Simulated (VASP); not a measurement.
# CdS in VASP: single point with PBE

Aim: the single point of CdS with PBE.

Program: VASP 6.6.1. These are calculated values, not measurements. Logs are shortened: lines on timing, memory, paths and dates and some standing lists are left out, and cuts for length are marked.

### Step 1. The cell of the first run

The typed cell holds 2 atoms: a = 3.883 Å, b = 3.883 Å, c = 3.883 Å, α = 119.89°, β = 90.18°, γ = 119.90°.

### Step 2. Single point, PBE

Input file INCAR:

```
SYSTEM = CdS
  PREC = Accurate
  ENCUT = 520
  EDIFF = 1E-7
  ISMEAR = 0
  SIGMA = 0.1
  LREAL = .False.
  LASPH = .True.
  NELM = 100
  ALGO = Normal
  ISIF = 2
  LWAVE = .False.
  LCHARG = .False.
  GGA = PE
  NBANDS = 16
```

Input file KPOINTS:

```
regular mesh
0
Gamma
  6 6 6
  0 0 0
```

Input file POSCAR:

```
CdS
1.0
   -1.9447768944      2.7414601023      1.9445541461
    1.9447768944     -2.7414601023      1.9445541461
    1.9447768944      2.7414601023     -1.9445541461
Cd S
1 1
Direct
    0.0000000000      0.0000000000      0.0000000000
    0.5000000000      0.0000000000      0.5000000000
```

Potentials or basis: VASP PAW PBE potentials, release 64 (Cd, S).

Run with:

```
$ cat potpaw_PBE.64/Cd/POTCAR potpaw_PBE.64/S/POTCAR > POTCAR
$ mpirun -np 1 vasp_std > vasp.out
```

OUTCAR:

```text
SYSTEM = CdS
   PREC = Accurate
   ENCUT = 520
   EDIFF = 1E-7
   ISMEAR = 0
   LREAL = .False.
   LASPH = .True.
   NELM = 100
   ISIF = 2
   GGA = PE

 ion  position               nearest neighbor table
   1  0.000  0.000  0.000-   2 2.74   2 2.74   2 2.75   2 2.75   2 2.75   2 2.75
   2  0.500  0.000  0.500-   1 2.74   1 2.74   1 2.75   1 2.75   1 2.75   1 2.75

  LATTYP: Found a body centered orthorhombic cell.
 ALAT       =     3.8891082922
 B/A-ratio  =     1.0001145498
 C/A-ratio  =     1.4098142280

  Lattice vectors:

 A1 = (   1.9447768944,  -2.7414601023,   1.9445541461)
 A2 = (  -1.9447768944,  -2.7414601023,  -1.9445541461)
 A3 = (   1.9447768944,   2.7414601023,  -1.9445541461)

Analysis of symmetry for initial positions (statically):
=====================================================================
 Subroutine PRICEL returns:
 Original cell was already a primitive cell.

 Routine SETGRP: Setting up the symmetry group for a
 body centered orthorhombic supercell.

 Subroutine GETGRP returns: Found  8 space group operations
 (whereof  8 operations were pure point group operations)
 out of a pool of  8 trial point group operations.

The static configuration has the point symmetry D_2h.

Analysis of symmetry for dynamics (positions and initial velocities):
=====================================================================
 Subroutine PRICEL returns:
 Original cell was already a primitive cell.

 Routine SETGRP: Setting up the symmetry group for a
 body centered orthorhombic supercell.

 Subroutine GETGRP returns: Found  8 space group operations
 (whereof  8 operations were pure point group operations)
 out of a pool of  8 trial point group operations.

The dynamic configuration has the point symmetry D_2h.

 Subroutine INISYM returns: Found  8 space group operations
 (whereof  8 operations are pure point group operations),
 and found     1 'primitive' translations

----------------------------------------------------------------------------------------

                                     Primitive cell

  volume of cell :      41.4698

  direct lattice vectors                    reciprocal lattice vectors
    -1.944776894  2.741460102  1.944554146     0.000000000  0.182384562  0.257128350
     1.944776894 -2.741460102  1.944554146     0.257098900  0.000000000  0.257128350
     1.944776894  2.741460102 -1.944554146     0.257098900  0.182384562  0.000000000

  length of vectors
     3.883175439  3.883175439  3.883175439     0.315244535  0.363613576  0.315220514

  position of ions in fractional coordinates (direct lattice)
     0.000000000  0.000000000  0.000000000
     0.500000000  0.000000000  0.500000000

  ion indices of the primitive-cell ions
   primitive index   ion index
                 1           1
                 2           2

----------------------------------------------------------------------------------------

 KPOINTS: regular mesh

Automatic generation of k-mesh.
 Grid dimensions read from file:
 generate k-points for:    6    6    6

 Generating k-lattice:

  Cartesian coordinates                     Fractional coordinates (reciprocal lattice)
     0.000000000  0.030397427  0.042854725     0.166666667 -0.000000000  0.000000000
     0.042849817  0.000000000  0.042854725     0.000000000  0.166666667 -0.000000000
     0.042849817  0.030397427  0.000000000     0.000000000 -0.000000000  0.166666667

  Length of vectors
     0.052540756  0.060602263  0.052536752

  Shift w.r.t. Gamma in fractional coordinates (k-lattice)
     0.000000000  0.000000000  0.000000000

 Subroutine IBZKPT returns following result:
 ===========================================

 Found     46 irreducible k-points:

 Following reciprocal coordinates:
            Coordinates               Weight
  0.000000  0.000000  0.000000      1.000000
  0.166667  0.000000 -0.000000      4.000000
  0.333333  0.000000 -0.000000      4.000000
  0.500000 -0.000000  0.000000      2.000000
 -0.000000  0.166667  0.000000      4.000000
  0.166667  0.166667  0.000000      8.000000
[... 16 lines left out ...]
 -0.166667  0.166667  0.166667      2.000000
  0.166667  0.333333  0.166667      4.000000
 [... further k-points ...]
   k-points           NKPTS =     46   k-points in BZ     NKDIM =     46   number of bands    NBANDS=     16
   number of dos      NEDOS =    301   number of ions     NIONS =      2
   total plane-waves  NPLWV =  27000
   dimension x,y,z NGX =    30 NGY =   30 NGZ =   30
   dimension x,y,z NGXF=    60 NGYF=   60 NGZF=   60
   ions per type =               1   1
   NGX,Y,Z   is equivalent  to a cutoff of  12.84, 12.84, 12.84 a.u.
   NGXF,Y,Z  is equivalent  to a cutoff of  25.69, 25.69, 25.69 a.u.
 SYSTEM =  CdS
   PREC   = accura    normal or accurate (medium, high low for compatibility)
   ISTART =      0    job   : 0-new  1-cont  2-samecut
   ICHARG =      2    charge: 1-file 2-atom 10-const
   ISPIN  =      1    spin polarized calculation?
   LNONCOLLINEAR =      F non collinear calculations
   LSORBIT =      F    spin-orbit coupling
   LASPH  =      T    aspherical Exc in radial PAW
   ENCUT  =  520.0 eV  38.22 Ry    6.18 a.u.   7.22  7.22  7.22*2*pi/ulx,y,z
   NELM   =    100;   NELMIN=  2; NELMDL= -5     # of ELM steps
   EDIFF  = 0.1E-06   stopping-criterion for ELM
   LREAL  =      F    real-space projection
   EDIFFG = 0.1E-05   stopping-criterion for IOM
   NSW    =      0    number of steps for IOM
   IBRION =     -1    ionic relax: 0-MD 1-quasi-New 2-CG
   NFREE  =      0    steps in history (QN), initial steepest desc. (CG)
   ISIF   =      2    stress and relaxation
   ISYM   =      2    0-nonsym 1-usesym 2-fastsym
   POTIM  = 0.5000    time-step for ionic-motion
   TEBEG  =    0.0;   TEEND  =   0.0 temperature during run
   PSTRESS=    0.0 pullay stress
   NELECT =      18.0000    total number of electrons
   NUPDOWN=      -1.0000    fix difference up-down
   EMIN   =  10.00;   EMAX   =-10.00  energy-range for DOS
   EFERMI =   0.00;   METHOD = LEGACY
   ISMEAR =     0;   SIGMA  =   0.10  broadening in eV -4-tet -1-fermi 0-gaus
   EFERMI_NEDOS =   21; number of points for ismear=-14 and -15
   IALGO  =     38    algorithm
   IMIX   =      4    mixing-type and parameters
     AMIX     =   0.40;   BMIX     =  1.00
     AMIX_MAG =   1.60;   BMIX_MAG =  1.00
  volume/ion in A,a.u.               =      20.73       139.93
  Fermi-wavevector in a.u.,A,eV,Ry     =   1.239524  2.342361 20.904274  1.536421
  Thomas-Fermi vector in A             =   2.374004
   LORBIT       =      0    0 simple, 1 ext, 2 COOP (PROOUT), +10 PAW based schemes
   GGA     = PE    functional components
   LHFCALC =     F    Hartree Fock is set to
   AEXX    =    0.0000 exact exchange contribution
   IVDW    =     0    specifies the selected vdW correction
   LEPSILON=     F    determine dielectric tensor
   LRPA    =     F    only Hartree local field effects (RPA)
 non-spin polarized calculation
 Gauss-broadening in eV      SIGMA  =   0.10
  energy-cutoff  :      520.00
  volume of cell :       41.47
 maximum number of plane-waves:      1131
 NGX is ok and might be reduce to    30
   NGX = 15   NGY = 15   NGZ = 15

 number of electron      18.0000005 magnetization

 Free energy of the ion-electron system (eV)
  ---------------------------------------------------
  ext. energy  EPLUGINS =         0.00000000
  ---------------------------------------------------
  free energy    TOTEN  =        -5.87011870 eV

  energy without entropy =       -5.86953467  energy(sigma->0) =       -5.86982669

 E-fermi :   2.9246     XC(G=0): -10.3345

 val. band max:        2.7879472486   @ k =   0.5000   0.5000   0.0000
 cond. band min:       3.0215718019   @ k =   0.5000   0.5000   0.5000
 fundamental gap:      0.2336245533
 Fermi energy:         2.9245578449

 k-point     1 :       0.0000    0.0000    0.0000
  band No.  band energies     occupation
      1      -9.9235      2.00000
      2      -4.8120      2.00000
      3      -4.8119      2.00000
      4      -4.8104      2.00000
      5      -4.8098      2.00000
      6      -4.8079      2.00000
[... 8 lines left out ...]
     15      14.1091      0.00000
     16      14.1210      0.00000

 k-point     2 :       0.1667    0.0000   -0.0000
  band No.  band energies     occupation
      1      -9.6958      2.00000
      2      -4.8874      2.00000
      3      -4.8862      2.00000
      4      -4.8367      2.00000
      5      -4.7628      2.00000
      6      -4.7613      2.00000
[... 8 lines left out ...]
     15      13.0866      0.00000
     16      13.7146      0.00000

 k-point     3 :       0.3333    0.0000   -0.0000
  band No.  band energies     occupation
      1      -9.1561      2.00000
      2      -5.0345      2.00000
      3      -5.0315      2.00000
      4      -4.9408      2.00000
      5      -4.6633      2.00000
      6      -4.6630      2.00000
[... 8 lines left out ...]
     15      14.4140      0.00000
     16      14.4222      0.00000

 k-point     4 :       0.5000   -0.0000    0.0000
  band No.  band energies     occupation
      1      -8.8203      2.00000
      2      -5.1049      2.00000
      3      -5.1010      2.00000
      4      -5.0497      2.00000
      5      -4.6133      2.00000
      6      -4.6120      2.00000
[... 8 lines left out ...]
     15      15.7579      0.00000
     16      15.7811      0.00000
[... 324 lines left out ...]
 k-point    22 :       0.3333    0.1667    0.1667
  band No.  band energies     occupation
      1      -8.8800      2.00000
      2      -4.9935      2.00000
      3      -4.8409      2.00000
      4      -4.8144      2.00000
      5      -4.5847      2.00000
      6      -4.3366      2.00000
[... 8 lines left out ...]
     15      15.4313      0.00000
     16      17.4155      0.00000

 k-point    23 :      -0.1667    0.1667    0.1667
  band No.  band energies     occupation
      1      -9.3862      2.00000
      2      -4.9934      2.00000
      3      -4.9442      2.00000
      4      -4.8482      2.00000
      5      -4.7382      2.00000
      6      -4.6578      2.00000
[... 8 lines left out ...]
     15      15.1510      0.00000
     16      15.5678      0.00000

 k-point    24 :       0.1667    0.3333    0.1667
  band No.  band energies     occupation
      1      -8.9387      2.00000
      2      -4.8939      2.00000
      3      -4.8778      2.00000
      4      -4.6957      2.00000
      5      -4.5500      2.00000
      6      -4.0417      2.00000
[... 8 lines left out ...]
     15      16.5356      0.00000
     16      17.3854      0.00000

 [... further k-points ...]
[... 5 lines left out ...]
  --------------------------------------------------------------------------------------
  -------------------------------------------------------------------------------------
  Total        0.0924064      0.1512071      0.0943023      0.0000000      0.0000000      0.0000000
  in kB        3.5701059      5.8418587      3.6433517      0.0000000      0.0000000      0.0000000
  external PRESSURE =       4.3517721 kB  Pullay stress =       0.0000000 kB

 VOLUME and BASIS-vectors are now :
 -----------------------------------------------------------------------------
  energy-cutoff  :      520.00
  volume of cell :       41.47
      direct lattice vectors                 reciprocal lattice vectors
    -1.944776894  2.741460102  1.944554146     0.000000000  0.182384562  0.257128350
     1.944776894 -2.741460102  1.944554146     0.257098900  0.000000000  0.257128350
     1.944776894  2.741460102 -1.944554146     0.257098900  0.182384562  0.000000000

 POSITION                                       TOTAL-FORCE (eV/Angst)
 -----------------------------------------------------------------------------------
      0.00000      0.00000      0.00000         0.000000      0.000000      0.000000
      0.00000      2.74146      0.00000        -0.000000     -0.000000     -0.000000
 -----------------------------------------------------------------------------------
    total drift:                               -0.000000     -0.000000      0.000000

  FREE ENERGIE OF THE ION-ELECTRON SYSTEM (eV)
  ---------------------------------------------------
  free  energy   TOTEN  =        -5.8701187031 eV

  energy  without entropy=       -5.8695346689  energy(sigma->0) =       -5.86982669
```

Wall time 33 s (1 thread of Intel Xeon Platinum 8124M at 3.00GHz (Skylake/Cascade Lake), shared host); peak memory 0.18 GiB.

What came out:

| Item | Value |
| --- | --- |
| Free energy | -5.8701 eV |
| Pressure | 0.4 GPa |
| Band gap on the k mesh | 0.23 eV, indirect (least direct gap 1.56 eV) |
